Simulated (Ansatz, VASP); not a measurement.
**ZrOs: VASP beside Ansatz**

The input INCAR:

```
  PREC = Accurate
  ENCUT = 520
  EDIFF = 1E-8
  ISMEAR = -1
  SIGMA = 0.03
  LREAL = F
  LASPH = T
  NELM = 60
  ALGO = Normal
  ISIF = 2
  LWAVE = F
  LCHARG = F
  GGA = CA
  LEFG = T
  NBANDS = 17
```

File KPOINTS:

```
regular mesh
0
Gamma
  13 13 13
```

File POSCAR:

```
ZrOs
1.0
    3.2630000000      0.0326300000      0.0326300000
    0.0326300000      3.2630000000      0.0326300000
    0.0326300000      0.0326300000      3.2630000000
Zr Os
1 1
Direct
    0.5000000000      0.5000000000      0.5000000000
    0.0000000000      0.0000000000      0.0000000000
```

Input for Ansatz:

```yaml
crystal:
  lattice:
    - [3.263, 0.03263, 0.03263]
    - [0.03263, 3.263, 0.03263]
    - [0.03263, 0.03263, 3.263]
  atoms:
    - { symbol: Zr, position: [0.5, 0.5, 0.5] }
    - { symbol: Os, position: [0.0, 0.0, 0.0] }
kpoints:
  mp_grid: { grid: [13, 13, 13] }
scf:
  occupations: { method: fermi_dirac, width: 0.03 }
hamiltonian:
  xc: lda
  pseudopotentials: { kind: all_electron, datasets: crystal }
output:
  forces: true
  stress: true
  eigenvalues: true
  efg: { contact_densities: true }
```

Change from the starting cell: equal xy, yz and zx shear strains of +2 %, crystal datasets.

Alike in both runs: task electric field gradients; functional LDA; k mesh 13 × 13 × 13; occupations fermi-dirac, width 0.03 eV; no spin polarisation.

|  | VASP | Ansatz |
| --- | --- | --- |
| version | VASP 6.6.1 | Ansatz 0.2.0 |
| potentials or method | VASP PAW LDA potentials, release 64 (Zr_sv, Os), cutoff 520 eV | all-electron PAW with datasets made for the crystal, scalar-relativistic |

|  | VASP | Ansatz | Ansatz less VASP |
| --- | --- | --- | --- |
| pressure (GPa) | -6.9 | -7.2 | -0.27 |
| traceless stress, the component that is largest in VASP (GPa) | -1.57 | -1.58 | -0.011 |
| size of Vzz on the site where it differs most (V/Å²) | 11.0 | 21.7 | +10.78 |

LDA's correlation is that of Perdew and Zunger in VASP and of Perdew and Wang (1992) in Ansatz. Ansatz ran all-electron here, and VASP with PAW potentials.

Neither program's run includes spin-orbit coupling.
